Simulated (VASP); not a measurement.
# Cr (Im-3m) in VASP: further runs

Cr is run at these levels: LDA; tasks: single point.

Program: VASP 6.6.1. These are calculated values, not measurements. Logs are shortened: lines on timing, memory, paths and dates and some standing lists are left out, and cuts for length are marked.

**1. The cell of the first run**

Symmetry: Im-3m, No. 229, cubic system. The conventional cell has a = 2.751 Å, b = 2.751 Å, c = 2.751 Å, α = 90.00°, β = 90.00°, γ = 90.00°. Within 3.1 Å of Cr (site symmetry m-3m) lie 14 Cr at 2.38 to 2.75 Å.

**2. Single point, LDA (volume scaled by 0.96)**

INCAR

```
PREC     = Accurate       # precision mode
ENCUT    = 520            # plane-wave cutoff, eV
EDIFF    = 1E-6           # SCF threshold, eV
ISMEAR   = -1             # smearing method
SIGMA    = 0.1            # smearing width, eV
LREAL    = F              # projectors in reciprocal space
LASPH    = T              # aspherical terms in the spheres
NELM     = 100            # most SCF steps
ALGO     = Normal         # electronic algorithm
ISIF     = 2              # what is computed and relaxed
LWAVE    = F              # write WAVECAR
LCHARG   = F              # write CHGCAR
NBANDS   = 12             # bands
```

KPOINTS

```
regular mesh
0
Gamma
  26 26 26
```

POSCAR

```
Cr
1.0
   -1.3754050014      1.3754050014      1.3754050014
    1.3754050014     -1.3754050014      1.3754050014
    1.3754050014      1.3754050014     -1.3754050014
Cr
1
Direct
    0.0000000000      0.0000000000      0.0000000000
```

Potentials or basis: VASP PAW LDA potentials, release 64 (Cr_pv).

Run with:

```
cat potpaw_LDA.64/Cr_pv/POTCAR > POTCAR
mpirun -np 1 vasp_std > vasp.out
```

OUTCAR:

```text
PREC = Accurate
   ENCUT = 520
   EDIFF = 1E-6
   ISMEAR = -1
   LREAL = F
   LASPH = T
   NELM = 100
   ISIF = 2

 ion  position               nearest neighbor table
   1  0.000  0.000  0.000-

  LATTYP: Found a body centered cubic cell.
 ALAT       =     2.7508100028

  Lattice vectors:

 A1 = (  -1.3754050014,   1.3754050014,   1.3754050014)
 A2 = (   1.3754050014,  -1.3754050014,   1.3754050014)
 A3 = (   1.3754050014,   1.3754050014,  -1.3754050014)

Analysis of symmetry for initial positions (statically):
=====================================================================
 Subroutine PRICEL returns:
 Original cell was already a primitive cell.

 Routine SETGRP: Setting up the symmetry group for a
 body centered cubic supercell.

 Subroutine GETGRP returns: Found 48 space group operations
 (whereof 48 operations were pure point group operations)
 out of a pool of 48 trial point group operations.

The static configuration has the point symmetry O_h .

Analysis of symmetry for dynamics (positions and initial velocities):
=====================================================================
 Subroutine PRICEL returns:
 Original cell was already a primitive cell.

 Routine SETGRP: Setting up the symmetry group for a
 body centered cubic supercell.

 Subroutine GETGRP returns: Found 48 space group operations
 (whereof 48 operations were pure point group operations)
 out of a pool of 48 trial point group operations.

The dynamic configuration has the point symmetry O_h .

 Subroutine INISYM returns: Found 48 space group operations
 (whereof 48 operations are pure point group operations),
 and found     1 'primitive' translations

----------------------------------------------------------------------------------------

                                     Primitive cell

  volume of cell :      10.4076

  direct lattice vectors                    reciprocal lattice vectors
    -1.375405001  1.375405001  1.375405001     0.000000000  0.363529287  0.363529287
     1.375405001 -1.375405001  1.375405001     0.363529287  0.000000000  0.363529287
     1.375405001  1.375405001 -1.375405001     0.363529287  0.363529287  0.000000000

  length of vectors
     2.382271343  2.382271343  2.382271343     0.514108049  0.514108049  0.514108049

  position of ions in fractional coordinates (direct lattice)
     0.000000000  0.000000000  0.000000000

  ion indices of the primitive-cell ions
   primitive index   ion index
                 1           1

----------------------------------------------------------------------------------------

 KPOINTS: regular mesh

Automatic generation of k-mesh.
 Grid dimensions read from file:
 generate k-points for:   26   26   26

 Generating k-lattice:

  Cartesian coordinates                     Fractional coordinates (reciprocal lattice)
     0.000000000  0.013981896  0.013981896     0.038461538  0.000000000  0.000000000
     0.013981896  0.000000000  0.013981896     0.000000000  0.038461538  0.000000000
     0.013981896  0.013981896  0.000000000     0.000000000  0.000000000  0.038461538

  Length of vectors
     0.019773386  0.019773386  0.019773386

  Shift w.r.t. Gamma in fractional coordinates (k-lattice)
     0.000000000  0.000000000  0.000000000

 Subroutine IBZKPT returns following result:
 ===========================================

 Found    511 irreducible k-points:

 Following reciprocal coordinates:
            Coordinates               Weight
  0.000000  0.000000  0.000000      1.000000
  0.038462  0.000000  0.000000     12.000000
  0.076923  0.000000  0.000000     12.000000
  0.115385  0.000000  0.000000     12.000000
  0.153846  0.000000  0.000000     12.000000
  0.192308  0.000000  0.000000     12.000000
[... 16 lines left out ...]
  0.346154  0.038462  0.000000     48.000000
  0.384615  0.038462  0.000000     48.000000
 [... further k-points ...]
   k-points           NKPTS =    511   k-points in BZ     NKDIM =    511   number of bands    NBANDS=     12
   number of dos      NEDOS =    301   number of ions     NIONS =      1
   total plane-waves  NPLWV =   5832
   dimension x,y,z NGX =    18 NGY =   18 NGZ =   18
   dimension x,y,z NGXF=    36 NGYF=   36 NGZF=   36
   ions per type =               1
   NGX,Y,Z   is equivalent  to a cutoff of  12.56, 12.56, 12.56 a.u.
   NGXF,Y,Z  is equivalent  to a cutoff of  25.12, 25.12, 25.12 a.u.
 SYSTEM =  unknown system
   PREC   = accura    normal or accurate (medium, high low for compatibility)
   ISTART =      0    job   : 0-new  1-cont  2-samecut
   ICHARG =      2    charge: 1-file 2-atom 10-const
   ISPIN  =      1    spin polarized calculation?
   LNONCOLLINEAR =      F non collinear calculations
   LSORBIT =      F    spin-orbit coupling
   LASPH  =      T    aspherical Exc in radial PAW
   ENCUT  =  520.0 eV  38.22 Ry    6.18 a.u.   4.43  4.43  4.43*2*pi/ulx,y,z
   NELM   =    100;   NELMIN=  2; NELMDL= -5     # of ELM steps
   EDIFF  = 0.1E-05   stopping-criterion for ELM
   LREAL  =      F    real-space projection
   EDIFFG = 0.1E-04   stopping-criterion for IOM
   NSW    =      0    number of steps for IOM
   IBRION =     -1    ionic relax: 0-MD 1-quasi-New 2-CG
   NFREE  =      0    steps in history (QN), initial steepest desc. (CG)
   ISIF   =      2    stress and relaxation
   ISYM   =      2    0-nonsym 1-usesym 2-fastsym
   POTIM  = 0.5000    time-step for ionic-motion
   TEBEG  =    0.0;   TEEND  =   0.0 temperature during run
   PSTRESS=    0.0 pullay stress
   NELECT =      12.0000    total number of electrons
   NUPDOWN=      -1.0000    fix difference up-down
   EMIN   =  10.00;   EMAX   =-10.00  energy-range for DOS
   EFERMI =   0.00;   METHOD = LEGACY
   ISMEAR =    -1;   SIGMA  =   0.10  broadening in eV -4-tet -1-fermi 0-gaus
   EFERMI_NEDOS =   21; number of points for ismear=-14 and -15
   IALGO  =     38    algorithm
   IMIX   =      4    mixing-type and parameters
     AMIX     =   0.40;   BMIX     =  1.00
     AMIX_MAG =   1.60;   BMIX_MAG =  1.00
  volume/ion in A,a.u.               =      10.41        70.23
  Fermi-wavevector in a.u.,A,eV,Ry     =   1.716661  3.244020 40.095369  2.946926
  Thomas-Fermi vector in A             =   2.793806
   LORBIT       =      0    0 simple, 1 ext, 2 COOP (PROOUT), +10 PAW based schemes
   GGA     = CA    functional components
   LHFCALC =     F    Hartree Fock is set to
   AEXX    =    0.0000 exact exchange contribution
   IVDW    =     0    specifies the selected vdW correction
   LEPSILON=     F    determine dielectric tensor
   LRPA    =     F    only Hartree local field effects (RPA)
 non-spin polarized calculation
  energy-cutoff  :      520.00
  volume of cell :       10.41
 maximum number of plane-waves:       321
 NGX is ok and might be reduce to    18
   NGX =  9   NGY =  9   NGZ =  9

 number of electron      11.9999998 magnetization

 Free energy of the ion-electron system (eV)
  ---------------------------------------------------
  ext. energy  EPLUGINS =         0.00000000
  ---------------------------------------------------
  free energy    TOTEN  =       -10.62194856 eV

  energy without entropy =      -10.59881545  energy(sigma->0) =      -10.61038200

 E-fermi :  12.3735     XC(G=0): -14.6228

 val. band max:       12.3731014770   @ k =   0.3846   0.0769   0.0769
 cond. band min:      12.3749776637   @ k =  -0.3462   0.3846   0.2692
 fundamental gap:      0.0018761867
 Fermi energy:        12.3734932021

 k-point     1 :       0.0000    0.0000    0.0000
  band No.  band energies     occupation
      1     -29.8096      2.00000
      2     -29.8096      2.00000
      3     -29.8096      2.00000
      4       4.2326      2.00000
      5      11.3010      1.99996
      6      11.3010      1.99996
      7      11.3010      1.99996
      8      13.6023      0.00001
      9      13.6023      0.00001
     10      17.7899      0.00000
     11      35.4935      0.00000
     12      35.4935      0.00000

 k-point     2 :       0.0385    0.0000    0.0000
  band No.  band energies     occupation
      1     -29.8297      2.00000
      2     -29.8155      2.00000
      3     -29.8097      2.00000
      4       4.3047      2.00000
      5      11.2710      1.99997
      6      11.2967      1.99996
      7      11.3525      1.99993
      8      13.5669      0.00001
      9      13.6042      0.00001
     10      17.7899      0.00000
     11      35.3768      0.00000
     12      35.4890      0.00000

 k-point     3 :       0.0769    0.0000    0.0000
  band No.  band energies     occupation
      1     -29.8887      2.00000
      2     -29.8331      2.00000
      3     -29.8102      2.00000
      4       4.5178      2.00000
      5      11.1837      1.99999
      6      11.2796      1.99996
      7      11.5053      1.99966
      8      13.4726      0.00003
      9      13.6106      0.00001
     10      17.7898      0.00000
     11      35.0241      0.00000
     12      35.4494      0.00000

 k-point     4 :       0.1154    0.0000    0.0000
  band No.  band energies     occupation
      1     -29.9826      2.00000
      2     -29.8612      2.00000
      3     -29.8111      2.00000
      4       4.8608      2.00000
      5      11.0463      2.00000
      6      11.2382      1.99998
      7      11.7546      1.99590
      8      13.3522      0.00011
      9      13.6227      0.00001
     10      17.7898      0.00000
     11      34.4303      0.00000
     12      35.3051      0.00000

 k-point     5 :       0.1538    0.0000    0.0000
  band No.  band energies     occupation
      1     -30.1051      2.00000
      2     -29.8980      2.00000
      3     -29.8122      2.00000
      4       5.3137      2.00000
      5      10.8696      2.00000
      6      11.1631      1.99999
      7      12.0922      1.88670
      8      13.2493      0.00031
      9      13.6425      0.00001
     10      17.7899      0.00000
     11      33.5934      0.00000
     12      34.9771      0.00000
[... 228 lines left out ...]
      1     -30.6389      2.00000
      2     -30.0623      2.00000
      3     -29.8246      2.00000
      4       7.1432      2.00000
      5      10.1363      2.00000
      6      11.0498      2.00000
      7      13.2894      0.00021
      8      13.8124      0.00000
      9      13.8504      0.00000
     10      17.7896      0.00000
     11      29.2124      0.00000
     12      32.5301      0.00000

 k-point    22 :       0.3077    0.0385   -0.0000
  band No.  band energies     occupation
      1     -30.7803      2.00000
      2     -30.1084      2.00000
      3     -29.8262      2.00000
      4       7.4067      2.00000
      5       9.9462      2.00000
      6      11.3968      1.99989
      7      13.4047      0.00007
      8      13.8848      0.00000
      9      14.3752      0.00000
     10      17.7896      0.00000
     11      27.7894      0.00000
     12      31.8333      0.00000

 k-point    23 :       0.3462    0.0385    0.0000
  band No.  band energies     occupation
      1     -30.9032      2.00000
      2     -30.1488      2.00000
      3     -29.8275      2.00000
      4       7.5003      2.00000
      5       9.7835      2.00000
      6      11.9422      1.97356
      7      13.5239      0.00002
      8      13.9548      0.00000
      9      14.8824      0.00000
     10      17.7894      0.00000
     11      26.4237      0.00000
     12      31.2275      0.00000

 k-point    24 :       0.3846    0.0385    0.0000
  band No.  band energies     occupation
      1     -31.0013      2.00000
      2     -30.1811      2.00000
      3     -29.8287      2.00000
      4       7.4930      2.00000
      5       9.6553      2.00000
      6      12.5574      0.27434
      7      13.6212      0.00001
      8      14.0457      0.00000
      9      15.3253      0.00000
     10      17.7891      0.00000
     11      25.2054      0.00000
     12      30.7458      0.00000

 [... further k-points ...]

------------------------ aborting loop because EDIFF is reached ----------------------------------------

  FORCE on cell =-STRESS in cart. coord.  units (eV):
  Direction    XX          YY          ZZ          XY          YZ          ZX
  --------------------------------------------------------------------------------------
  -------------------------------------------------------------------------------------
  Total        0.8857025      0.8857025      0.8857025     -0.0000000     -0.0000000      0.0000000
  in kB      136.3473330    136.3473330    136.3473330     -0.0000000     -0.0000000      0.0000000
  external PRESSURE =     136.3473330 kB  Pullay stress =       0.0000000 kB

 VOLUME and BASIS-vectors are now :
 -----------------------------------------------------------------------------
  energy-cutoff  :      520.00
  volume of cell :       10.41
      direct lattice vectors                 reciprocal lattice vectors
    -1.375405001  1.375405001  1.375405001     0.000000000  0.363529287  0.363529287
     1.375405001 -1.375405001  1.375405001     0.363529287  0.000000000  0.363529287
     1.375405001  1.375405001 -1.375405001     0.363529287  0.363529287  0.000000000

 POSITION                                       TOTAL-FORCE (eV/Angst)
 -----------------------------------------------------------------------------------
      0.00000      0.00000      0.00000        -0.000000     -0.000000     -0.000000
 -----------------------------------------------------------------------------------
    total drift:                                0.000000      0.000000      0.000000

  FREE ENERGIE OF THE ION-ELECTRON SYSTEM (eV)
  ---------------------------------------------------
  free  energy   TOTEN  =       -10.6219485566 eV

  energy  without entropy=      -10.5988154457  energy(sigma->0) =      -10.61038200
```

It took 28 s on 1 thread of Intel Xeon Platinum 8488C (Sapphire Rapids), shared host; peak memory 0.17 GiB.

What came out:

- Free energy: -10.6219 eV
- Pressure: 13.6 GPa
- Band gap on the k mesh: zero (band 6 reaches 15.22 eV, above the bottom of band 7 at 11.30 eV)

Caveat: the cell differs from its parent crystal (volume scaled by 0.96); the run has no spin polarisation, though such a crystal can be magnetic.

**3. Single point, LDA**

This run uses another cell than the first one, of 10.84 Å³/atom, 1.042 times its volume.

INCAR

```
SYSTEM = Cr
PREC = Accurate ; ENCUT = 520
EDIFF = 1E-6 ; ISMEAR = -1
SIGMA = 0.1 ; LREAL = .FALSE.
LASPH = .TRUE. ; NELM = 100
ALGO = Normal ; ISIF = 2
LWAVE = .FALSE. ; LCHARG = .TRUE.
LELF = .TRUE. ; LVHAR = .TRUE.
NBANDS = 12
```

KPOINTS

```
regular mesh
0
G
  26 26 26
  0 0 0
```

POSCAR

```
Cr
1.0
   -1.3942485073      1.3942485073      1.3942485073
    1.3942485073     -1.3942485073      1.3942485073
    1.3942485073      1.3942485073     -1.3942485073
Cr
1
Direct
    0.0000000000      0.0000000000      0.0000000000
```

Potentials or basis: VASP PAW LDA potentials, release 64 (Cr_pv).

Run with:

```
cat potpaw_LDA.64/Cr_pv/POTCAR > POTCAR
mpirun -np 1 vasp_std > vasp.out
```

Run time: 30 s. Hardware: 1 thread of Intel Xeon Platinum 8488C (Sapphire Rapids), shared host; peak memory 0.17 GiB.

It converged, with:

* Free energy: -10.6402 eV
* Pressure: 0.2 GPa
* Band gap on the k mesh: zero (band 6 reaches 14.43 eV, above the bottom of band 7 at 10.73 eV)

Levels at points of the mesh, in eV from the Fermi level:
| k point | band 3 | band 4 | band 5 | band 6 | band 7 | band 8 | band 9 | band 10 |
| --- | --- | --- | --- | --- | --- | --- | --- | --- |
| (0.00, 0.00, 0.00) | -42.24 | -8.01 | -1.01 | -1.01 | -1.01 | 1.17 | 1.17 | 5.39 |
| (0.50, 0.00, 0.00) | -42.25 | -4.77 | -2.70 | 1.21 | 1.38 | 1.56 | 3.13 | 5.39 |
| (0.50, 0.50, 0.50) | -43.02 | -4.76 | -4.76 | 2.70 | 2.70 | 2.70 | 5.39 | 11.21 |

Caveat: the run has no spin polarisation, though such a crystal can be magnetic. Spin polarisation is off, so any magnetic state and its effect on volume and gap are missing.

(Continued in part 2 of 2.)
